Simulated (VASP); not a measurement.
# Ca (I4/mmm) in VASP: notebook

Ca is run at these levels: PBE; tasks: single point.

Program: VASP 6.6.1. These are calculated values, not measurements. Logs are shortened: lines on timing, memory, paths and dates and some standing lists are left out, and cuts for length are marked.

## Step 1: The cell of the first run

Symmetry: I4/mmm, No. 139, tetragonal system. The conventional cell has a = 3.833 Å, b = 3.833 Å, c = 5.672 Å, α = 90.00°, β = 90.00°, γ = 90.00°. Within 5.0 Å of Ca (site symmetry 4/mmm) lie 12 Ca at 3.83 to 3.92 Å.

## Step 2: Single point, PBE (strain -0.030 along x and y, +0.015 along z)

INCAR reads:

```
PREC = Accurate ; ENCUT = 520
EDIFF = 1E-7 ; ISMEAR = 0
SIGMA = 0.15 ; LREAL = F
LASPH = T ; NELM = 80
ALGO = Normal ; ISIF = 2
LWAVE = F ; LCHARG = F
GGA = PE ; NBANDS = 11
```

KPOINTS reads:

```
Automatic mesh
0
Gamma
  14 14 14
```

POSCAR reads:

```
Ca
1.0
    0.0000000000      2.7103740000      2.8361130000
    2.7103740000      0.0000000000      2.8361130000
    2.7103740000      2.7103740000      0.0000000000
Ca
1
Direct
    0.0000000000      0.0000000000      0.0000000000
```

Potentials or basis: VASP PAW PBE potentials, release 64 (Ca_sv).

Run with:

```console
> cat potpaw_PBE.64/Ca_sv/POTCAR > POTCAR
> mpirun -np 1 vasp_std > vasp.out
```

OUTCAR:

```text
PREC = Accurate
   ENCUT = 520
   EDIFF = 1E-7
   ISMEAR = 0
   LREAL = F
   LASPH = T
   NELM = 80
   ISIF = 2
   GGA = PE

 ion  position               nearest neighbor table
   1  0.000  0.000  0.000-

  LATTYP: Found a body centered tetragonal cell.
 ALAT       =     3.8330476699
 C/A-ratio  =     1.4798214081

  Lattice vectors:

 A1 = (  -2.7103740000,   0.0000000000,   2.8361130000)
 A2 = (   2.7103740000,   0.0000000000,   2.8361130000)
 A3 = (   0.0000000000,   2.7103740000,  -2.8361130000)

Analysis of symmetry for initial positions (statically):
=====================================================================
 Subroutine PRICEL returns:
 Original cell was already a primitive cell.

 Routine SETGRP: Setting up the symmetry group for a
 body centered tetragonal supercell.

 Subroutine GETGRP returns: Found 16 space group operations
 (whereof 16 operations were pure point group operations)
 out of a pool of 16 trial point group operations.

The static configuration has the point symmetry D_4h.

Analysis of symmetry for dynamics (positions and initial velocities):
=====================================================================
 Subroutine PRICEL returns:
 Original cell was already a primitive cell.

 Routine SETGRP: Setting up the symmetry group for a
 body centered tetragonal supercell.

 Subroutine GETGRP returns: Found 16 space group operations
 (whereof 16 operations were pure point group operations)
 out of a pool of 16 trial point group operations.

The dynamic configuration has the point symmetry D_4h.

 Subroutine INISYM returns: Found 16 space group operations
 (whereof 16 operations are pure point group operations),
 and found     1 'primitive' translations

----------------------------------------------------------------------------------------

                                     Primitive cell

  volume of cell :      41.6689

  direct lattice vectors                    reciprocal lattice vectors
     0.000000000  2.710374000  2.836113000    -0.184476386  0.184476386  0.176297630
     2.710374000  0.000000000  2.836113000     0.184476386 -0.184476386  0.176297630
     2.710374000  2.710374000  0.000000000     0.184476386  0.184476386 -0.176297630

  length of vectors
     3.922966246  3.922966246  3.833047670     0.314871288  0.314871288  0.314871288

  position of ions in fractional coordinates (direct lattice)
     0.000000000  0.000000000  0.000000000

  ion indices of the primitive-cell ions
   primitive index   ion index
                 1           1

----------------------------------------------------------------------------------------

 KPOINTS: Automatic mesh

Automatic generation of k-mesh.
 Grid dimensions read from file:
 generate k-points for:   14   14   14

 Generating k-lattice:

  Cartesian coordinates                     Fractional coordinates (reciprocal lattice)
    -0.013176885  0.013176885  0.012592688     0.071428571 -0.000000000  0.000000000
     0.013176885 -0.013176885  0.012592688    -0.000000000  0.071428571  0.000000000
     0.013176885  0.013176885 -0.012592688     0.000000000  0.000000000  0.071428571

  Length of vectors
     0.022490806  0.022490806  0.022490806

  Shift w.r.t. Gamma in fractional coordinates (k-lattice)
     0.000000000  0.000000000  0.000000000

 Subroutine IBZKPT returns following result:
 ===========================================

 Found    244 irreducible k-points:

 Following reciprocal coordinates:
            Coordinates               Weight
  0.000000  0.000000  0.000000      1.000000
  0.071429  0.000000  0.000000      8.000000
  0.142857  0.000000  0.000000      8.000000
  0.214286  0.000000  0.000000      8.000000
  0.285714  0.000000  0.000000      8.000000
  0.357143  0.000000  0.000000      8.000000
[... 16 lines left out ...]
  0.214286  0.142857  0.000000      8.000000
  0.285714  0.142857  0.000000      8.000000
 [... further k-points ...]
   k-points           NKPTS =    244   k-points in BZ     NKDIM =    244   number of bands    NBANDS=     11
   number of dos      NEDOS =    301   number of ions     NIONS =      1
   total plane-waves  NPLWV =  27000
   dimension x,y,z NGX =    30 NGY =   30 NGZ =   30
   dimension x,y,z NGXF=    60 NGYF=   60 NGZF=   60
   ions per type =               1
   NGX,Y,Z   is equivalent  to a cutoff of  12.71, 12.71, 13.01 a.u.
   NGXF,Y,Z  is equivalent  to a cutoff of  25.43, 25.43, 26.02 a.u.
 SYSTEM =  unknown system
   PREC   = accura    normal or accurate (medium, high low for compatibility)
   ISTART =      0    job   : 0-new  1-cont  2-samecut
   ICHARG =      2    charge: 1-file 2-atom 10-const
   ISPIN  =      1    spin polarized calculation?
   LNONCOLLINEAR =      F non collinear calculations
   LSORBIT =      F    spin-orbit coupling
   LASPH  =      T    aspherical Exc in radial PAW
   ENCUT  =  520.0 eV  38.22 Ry    6.18 a.u.   7.29  7.29  7.13*2*pi/ulx,y,z
   NELM   =     80;   NELMIN=  2; NELMDL= -5     # of ELM steps
   EDIFF  = 0.1E-06   stopping-criterion for ELM
   LREAL  =      F    real-space projection
   EDIFFG = 0.1E-05   stopping-criterion for IOM
   NSW    =      0    number of steps for IOM
   IBRION =     -1    ionic relax: 0-MD 1-quasi-New 2-CG
   NFREE  =      0    steps in history (QN), initial steepest desc. (CG)
   ISIF   =      2    stress and relaxation
   ISYM   =      2    0-nonsym 1-usesym 2-fastsym
   POTIM  = 0.5000    time-step for ionic-motion
   TEBEG  =    0.0;   TEEND  =   0.0 temperature during run
   PSTRESS=    0.0 pullay stress
   NELECT =      10.0000    total number of electrons
   NUPDOWN=      -1.0000    fix difference up-down
   EMIN   =  10.00;   EMAX   =-10.00  energy-range for DOS
   EFERMI =   0.00;   METHOD = LEGACY
   ISMEAR =     0;   SIGMA  =   0.15  broadening in eV -4-tet -1-fermi 0-gaus
   EFERMI_NEDOS =   21; number of points for ismear=-14 and -15
   IALGO  =     38    algorithm
   IMIX   =      4    mixing-type and parameters
     AMIX     =   0.40;   BMIX     =  1.00
     AMIX_MAG =   1.60;   BMIX_MAG =  1.00
  volume/ion in A,a.u.               =      41.67       281.20
  Fermi-wavevector in a.u.,A,eV,Ry     =   1.017351  1.922515 14.082073  1.035003
  Thomas-Fermi vector in A             =   2.150747
   LORBIT       =      0    0 simple, 1 ext, 2 COOP (PROOUT), +10 PAW based schemes
   GGA     = PE    functional components
   LHFCALC =     F    Hartree Fock is set to
   AEXX    =    0.0000 exact exchange contribution
   IVDW    =     0    specifies the selected vdW correction
   LEPSILON=     F    determine dielectric tensor
   LRPA    =     F    only Hartree local field effects (RPA)
 non-spin polarized calculation
 Gauss-broadening in eV      SIGMA  =   0.15
  energy-cutoff  :      520.00
  volume of cell :       41.67
 maximum number of plane-waves:      1136
 NGX is ok and might be reduce to    30
   NGX = 15   NGY = 15   NGZ = 15

 number of electron      10.0000000 magnetization

 Free energy of the ion-electron system (eV)
  ---------------------------------------------------
  ext. energy  EPLUGINS =         0.00000000
  ---------------------------------------------------
  free energy    TOTEN  =        -1.93539314 eV

  energy without entropy =       -1.92040043  energy(sigma->0) =       -1.92789678

 E-fermi :   2.0100     XC(G=0):  -7.7747

 val. band max:        2.0075216253   @ k =  -0.3571   0.2857   0.1429
 cond. band min:       2.0132702489   @ k =  -0.2857   0.3571   0.2143
 fundamental gap:      0.0057486235
 Fermi energy:         2.0099962825

 k-point     1 :       0.0000    0.0000    0.0000
  band No.  band energies     occupation
      1     -39.9772      2.00000
      2     -20.8954      2.00000
      3     -20.8910      2.00000
      4     -20.8910      2.00000
      5      -2.0373      2.00000
      6       4.2303      0.00000
      7       4.4410      0.00000
      8       4.4410      0.00000
      9       5.3028      0.00000
     10       5.5823      0.00000
     11      11.2023      0.00000

 k-point     2 :       0.0714    0.0000    0.0000
  band No.  band energies     occupation
      1     -39.9765      2.00000
      2     -20.9003      2.00000
      3     -20.8946      2.00000
      4     -20.8918      2.00000
      5      -1.9489      2.00000
      6       4.2080      0.00000
      7       4.3991      0.00000
      8       4.4761      0.00000
      9       5.2789      0.00000
     10       5.5467      0.00000
     11      11.3114      0.00000

 k-point     3 :       0.1429    0.0000    0.0000
  band No.  band energies     occupation
      1     -39.9745      2.00000
      2     -20.9202      2.00000
      3     -20.8986      2.00000
      4     -20.8939      2.00000
      5      -1.6881      2.00000
      6       4.0023      0.00000
      7       4.4111      0.00000
      8       4.5607      0.00000
      9       5.2483      0.00000
     10       5.4726      0.00000
     11      11.1606      0.00000

 k-point     4 :       0.2143    0.0000    0.0000
  band No.  band energies     occupation
      1     -39.9716      2.00000
      2     -20.9495      2.00000
      3     -20.9037      2.00000
      4     -20.8970      2.00000
      5      -1.2686      2.00000
      6       3.6455      0.00000
      7       4.4187      0.00000
      8       4.6215      0.00000
      9       5.3176      0.00000
     10       5.4570      0.00000
     11      10.0460      0.00000
[... 239 lines left out ...]
 k-point    22 :       0.1429    0.1429    0.0000
  band No.  band energies     occupation
      1     -39.9740      2.00000
      2     -20.9212      2.00000
      3     -20.8996      2.00000
      4     -20.8996      2.00000
      5      -1.6005      2.00000
      6       3.8480      0.00000
      7       4.6394      0.00000
      8       4.6394      0.00000
      9       4.8330      0.00000
     10       5.6833      0.00000
     11      11.7592      0.00000

 k-point    23 :       0.2143    0.1429    0.0000
  band No.  band energies     occupation
      1     -39.9719      2.00000
      2     -20.9384      2.00000
      3     -20.9046      2.00000
      4     -20.9038      2.00000
      5      -1.3055      2.00000
      6       3.6522      0.00000
      7       4.4944      0.00000
      8       4.7417      0.00000
      9       4.8755      0.00000
     10       5.7241      0.00000
     11      11.0951      0.00000

 k-point    24 :       0.2857    0.1429    0.0000
  band No.  band energies     occupation
      1     -39.9692      2.00000
      2     -20.9626      2.00000
      3     -20.9115      2.00000
      4     -20.9078      2.00000
      5      -0.8606      2.00000
      6       3.3930      0.00000
      7       4.2068      0.00000
      8       4.7953      0.00000
      9       5.1396      0.00000
     10       5.8040      0.00000
     11       9.8859      0.00000

 [... further k-points ...]

------------------------ aborting loop because EDIFF is reached ----------------------------------------

  FORCE on cell =-STRESS in cart. coord.  units (eV):
  Direction    XX          YY          ZZ          XY          YZ          ZX
  --------------------------------------------------------------------------------------
  -------------------------------------------------------------------------------------
  Total        0.0979672      0.0979672     -0.0176484      0.0000000      0.0000000      0.0000000
  in kB        3.7668598      3.7668598     -0.6785863      0.0000000      0.0000000      0.0000000
  external PRESSURE =       2.2850445 kB  Pullay stress =       0.0000000 kB

 VOLUME and BASIS-vectors are now :
 -----------------------------------------------------------------------------
  energy-cutoff  :      520.00
  volume of cell :       41.67
      direct lattice vectors                 reciprocal lattice vectors
     0.000000000  2.710374000  2.836113000    -0.184476386  0.184476386  0.176297630
     2.710374000  0.000000000  2.836113000     0.184476386 -0.184476386  0.176297630
     2.710374000  2.710374000  0.000000000     0.184476386  0.184476386 -0.176297630

 POSITION                                       TOTAL-FORCE (eV/Angst)
 -----------------------------------------------------------------------------------
      0.00000      0.00000      0.00000         0.000000      0.000000     -0.000000
 -----------------------------------------------------------------------------------
    total drift:                               -0.000000     -0.000000      0.000000

  FREE ENERGIE OF THE ION-ELECTRON SYSTEM (eV)
  ---------------------------------------------------
  free  energy   TOTEN  =        -1.9353931360 eV

  energy  without entropy=       -1.9204004251  energy(sigma->0) =       -1.92789678
```

Run time: 86 s. Hardware: 1 thread of Intel Xeon Platinum 8488C (Sapphire Rapids), shared host; peak memory 0.25 GiB.

Results:

| Item | Value |
| --- | --- |
| Free energy | -1.9354 eV |
| Pressure | 0.2 GPa |
| Band gap on the k mesh | zero (band 5 reaches 2.18 eV, above the bottom of band 6 at 1.86 eV) |

Stress tensor (GPa, compression positive):
```
 0.38  0.00  0.00
 0.00  0.38  0.00
 0.00  0.00 -0.07
```

Caveat: the cell differs from its parent crystal (strain -0.030 along x and y, +0.015 along z).

## Step 3: Single point, PBE (strain -0.030 along x and y, +0.030 along z)

INCAR reads:

```
SYSTEM = Ca
ALGO = Normal
EDIFF = 1E-6
ENCUT = 520
GGA = PE
ISIF = 2
ISMEAR = 0
LASPH = .True.
LCHARG = .False.
LREAL = .False.
LWAVE = .False.
NBANDS = 11
NELM = 80
PREC = Accurate
SIGMA = 0.15
```

KPOINTS reads:

```
k-points
0
Gamma
  14 14 14
  0 0 0
```

POSCAR reads:

```
Ca
1.0
    0.0000000000      2.7103740000      2.8780260000
    2.7103740000      0.0000000000      2.8780260000
    2.7103740000      2.7103740000      0.0000000000
Ca
1
Direct
    0.0000000000      0.0000000000      0.0000000000
```

Potentials or basis: VASP PAW PBE potentials, release 64 (Ca_sv).

Run with:

```console
> cat potpaw_PBE.64/Ca_sv/POTCAR > POTCAR
> mpirun -np 1 vasp_std > vasp.out
```

It took 46 s on 1 thread of Intel Xeon Platinum 8488C (Sapphire Rapids), shared host; peak memory 0.25 GiB.

It converged, with:

- Free energy: -1.9345 eV
- Pressure: 0.0 GPa
- Band gap on the k mesh: zero (band 5 reaches 2.14 eV, above the bottom of band 6 at 1.79 eV)

Stress tensor (GPa, compression positive):
```
 0.16  0.00  0.00
 0.00  0.16  0.00
 0.00  0.00 -0.46
```

Levels at points of the mesh, in eV from the Fermi level:
```
           k point  band 1  band 2  band 3  band 4  band 5  band 6  band 7  band 8  band 9  band 10
(0.00, 0.00, 0.00)  -42.02  -22.94  -22.94  -22.94   -4.02    2.16    2.44    2.44    3.20     3.57
(0.50, 0.00, 0.00)  -42.01  -23.08  -22.97  -22.95   -0.98   -0.16    2.06    2.39    4.02     4.14
(0.50, 0.50, 0.00)  -42.01  -23.07  -22.98  -22.98   -0.58    0.59    0.66    4.10    4.25     4.25
(0.50, 0.00, 0.50)  -42.00  -23.07  -23.00  -22.99   -0.40    0.55    1.16    4.04    4.14     4.39
```

Caveat: the cell differs from its parent crystal (strain -0.030 along x and y, +0.030 along z).

## Step 4: Single point, PBE (strain +0.000 along x and y, -0.030 along z)

INCAR reads:

```
SYSTEM = Ca
PREC = Accurate
ENCUT = 520
EDIFF = 1E-6
ISMEAR = 0
SIGMA = 0.15
LREAL = .FALSE.
LASPH = .TRUE.
NELM = 60
ALGO = Normal
ISIF = 2
LWAVE = .FALSE.
LCHARG = .FALSE.
GGA = PE
NBANDS = 11
```

KPOINTS reads:

```
regular mesh
0
G
  14 14 14
  0 0 0
```

POSCAR reads:

```
Ca
1.0
    0.0000000000      2.7942000000      2.7103740000
    2.7942000000      0.0000000000      2.7103740000
    2.7942000000      2.7942000000      0.0000000000
Ca
1
Direct
    0.0000000000      0.0000000000      0.0000000000
```

Run with:

```console
> cat potpaw_PBE.64/Ca_sv/POTCAR > POTCAR
> mpirun -np 1 vasp_std > vasp.out
```

Wall time 51 s (1 thread of Intel Xeon Platinum 8488C (Sapphire Rapids), shared host); peak memory 0.25 GiB.

Results (log left out):

```yaml
Free_energy: -1.9369 eV
Pressure: -0.1 GPa
Band_gap_on_the_k_mesh: zero (band 5 reaches 2.11 eV, above the bottom of band 6 at 1.79 eV)
```

Stress tensor (GPa, compression positive):
```
-0.12  0.00  0.00
 0.00 -0.12  0.00
 0.00  0.00  0.07
```

Levels at points of the mesh, in eV from the Fermi level:
| k point | band 2 | band 3 | band 4 | band 5 | band 6 | band 7 | band 8 | band 9 |
| --- | --- | --- | --- | --- | --- | --- | --- | --- |
| (0.00, 0.00, 0.00) | -22.94 | -22.94 | -22.94 | -4.02 | 2.29 | 2.29 | 2.43 | 3.31 |
| (0.50, 0.00, 0.00) | -23.08 | -22.96 | -22.95 | -0.98 | -0.16 | 2.14 | 2.31 | 4.05 |
| (0.50, 0.50, 0.00) | -23.07 | -23.00 | -23.00 | -0.39 | 0.54 | 1.17 | 4.07 | 4.27 |
| (0.50, 0.00, 0.50) | -23.07 | -22.99 | -22.98 | -0.48 | 0.61 | 0.86 | 4.07 | 4.21 |

Caveat: the cell differs from its parent crystal (strain +0.000 along x and y, -0.030 along z).

## Step 5: Summary

| cell | gap on the mesh (eV) | pressure (GPa) |
| --- | --- | --- |
| a = 3.923, b = 3.923, c = 3.833 Å, angles 60.8, 60.8, 58.5°, 1 atom | none | 0.2 |
| a = 3.953, b = 3.953, c = 3.833 Å, angles 61.0, 61.0, 58.0°, 1 atom | none | 0.0 |
| a = 3.893, b = 3.893, c = 3.952 Å, angles 59.5, 59.5, 61.0°, 1 atom | none | -0.1 |

Alike in all rows: task single point; level PBE; potentials or basis VASP PAW PBE potentials, release 64 (Ca_sv); no spin polarisation; k mesh 14 × 14 × 14; cutoff (eV) 520; smearing gaussian 0.15 eV.

Absolute energies hang on the potentials; compare differences alone.
